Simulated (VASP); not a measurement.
Input of a VASP 6.6.1 run:

File POSCAR:

```
YSi2Os2
1.0
    0.0000000000      4.1008760000      0.0000000000
    4.1008760000      0.0000000000      0.0000000000
    2.0504380000      2.0504380000     -4.8049490000
Y Os Si
1 2 2
Direct
    0.0000000000      0.0000000000      0.0000000000
    0.7500000000      0.2500000000      0.5000000000
    0.2500000000      0.7500000000      0.5000000000
    0.3750000000      0.3750000000      0.2500000000
    0.6250000000      0.6250000000      0.7500000000
```

The input INCAR.step1:

```
PREC = Accurate
ENCUT = 520
ISMEAR = -1
SIGMA = 0.1
LREAL = False
LASPH = True
NELM = 60
NBANDS = 26
GGA = PE
ALGO = Normal
EDIFF = 1E-4
LWAVE = True
LCHARG = False
```

INCAR.step2

```
PREC = Accurate
ENCUT = 520
EDIFF = 1E-6
ISMEAR = -1
SIGMA = 0.1
LREAL = False
LASPH = True
NELM = 60
ALGO = Normal
ISIF = 2
LWAVE = False
LCHARG = False
METAGGA = R2SCAN
LMIXTAU = True
NBANDS = 26
ISTART = 1
```

File KPOINTS:

```
Automatic mesh
0
Gamma
  9 9 9
```

Potentials or basis: VASP PAW PBE potentials, release 64 (Y_sv, Os, Si).

The run is started by

```console
$ cat potpaw_PBE.64/Y_sv/POTCAR potpaw_PBE.64/Os/POTCAR potpaw_PBE.64/Si/POTCAR > POTCAR
$ cp INCAR.step1 INCAR
$ mpirun -np 1 vasp_std > vasp.out
$ cp INCAR.step2 INCAR
$ mpirun -np 1 vasp_std > vasp.out
```

(1) What does it give for the largest force?

(2) Estimate the pressure.

## Answers

(1) 0.308 eV/Å.

(2) 6.0 GPa.

Caveat: the PAW data sets were made with another functional, which shifts forces and pressure a little.
